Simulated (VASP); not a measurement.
# WS2: single point with PBE

WS2:

```
W S
1.0
     3.20747    0.05638    0.03673
    -1.55491    2.80594    0.03671
     0.14438    0.25000   12.46025
W S
2 4
Direct
  0.34551 0.65449 0.25000
  0.64241 0.35759 0.75000
  0.36594 0.67217 0.63269
  0.67929 0.36098 0.10985
  0.32783 0.63406 0.86731
  0.63902 0.32071 0.39015
```

This cell differs from its parent crystal: strained and its atoms moved.

| Property | Result |
| --- | --- |
| Program | VASP 6.6.1 |
| Task | single point |
| Functional | PBE |
| Potentials or basis | VASP PAW PBE potentials, release 64 (W_sv, S) |
| Cutoff | 520 eV |
| k mesh | 12 × 12 × 4 |
| Occupations | gaussian, width 0.02 eV |
| Spin | no spin polarisation |

```yaml
Pressure: -1.5 GPa
Largest_force: 5.977 eV/Å
Band_gap_on_the_k_mesh: 0.60 eV (least direct gap 0.61 eV)
```

Forces on the atoms (eV/Å):
```
W   -1.206  0.696  0.000
W    5.177 -2.989  0.000
S   -2.554  1.543 -2.784
S    0.584 -0.369  2.816
S   -2.613  1.440  2.784
S    0.612 -0.321 -2.816
```

Stress tensor (GPa, compression positive):
```
 1.18 -6.14 -0.45
-6.14 -5.91 -0.78
-0.45 -0.78  0.35
```

Levels at points of the mesh, in eV from the valence-band top:
```tsv
k point	band 22	band 23	band 24	band 25	band 26	band 27	band 28	band 29	band 30	band 31
(0.00, 0.00, 0.00)	-1.74	-1.21	-1.15	-1.10	0.00	0.61	1.54	1.80	1.93	2.09
(0.50, 0.00, 0.00)	-2.57	-2.26	-1.67	-0.92	-0.86	1.88	2.19	2.26	2.30	2.45
(0.50, 0.50, 0.00)	-2.67	-2.54	-2.02	-1.57	-1.43	1.61	2.21	2.28	2.44	3.06
(0.00, 0.00, 0.50)	-1.82	-1.67	-1.13	-0.53	-0.06	0.61	1.54	1.86	1.94	2.05
(0.50, 0.00, 0.50)	-2.65	-2.19	-1.68	-0.93	-0.86	1.88	2.20	2.33	2.42	2.45
(0.50, 0.50, 0.50)	-2.85	-2.54	-1.97	-1.57	-1.43	1.61	2.27	2.28	2.44	3.09
```

Wall time 14 min on 1 thread of Oxide Virtual Turin-like Processor, with other jobs on the host, peak memory 0.55 GiB.

Caveat: the cell differs from its parent crystal (strained and its atoms moved); spin-orbit coupling is left out, which moves the levels of the heavy elements; this functional lacks dispersion, which binds the layers, so the pressure and a relaxed spacing across them are unreliable; forces of over 1 eV/Å act on the atoms, so gaps and moduli don't describe the material at rest. A k mesh can miss the band edges.
